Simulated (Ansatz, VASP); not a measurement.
**AlN: VASP beside Ansatz**

```
Al N
1.0
     0.01954    2.18257    2.18257
     2.18257    0.01954    2.18257
     2.18257    2.18257    0.01954
Al N
1 1
Direct
  0.00061 0.00061 0.00061
  0.24939 0.24939 0.24939
```

Change from the starting cell: epitaxial_111 strain -1.0%.

Alike in both runs: task single point; functional PBE; k mesh 10 × 10 × 10; occupations fermi-dirac, width 0.02 eV; no spin polarisation.

```csv
,VASP,Ansatz
version,VASP 6.6.1,Ansatz 0.2.0
potentials or method,"VASP PAW PBE potentials, release 64 (Al, N)","plane waves, PAW"
plane-wave cutoff (eV),520,420
valence electrons in the cell,8,8
```

|  | VASP | Ansatz | Ansatz less VASP |
| --- | --- | --- | --- |
| gap on the k mesh at the Fermi level (eV) | 3.28 | 3.29 | +0.009 |
| pressure (GPa) | 8.0 | 8.2 | +0.27 |
| traceless stress, the component that is largest in VASP (GPa) | -1.74 | -1.72 | +0.016 |
| rms of the force components (eV/Å) | 0.007 | 0.006 | -0.0004 |

Atom by atom the forces differ by 0.000 eV/Å (rms over components). The functional is the same, so the differences come from potentials, cutoffs and numerics.
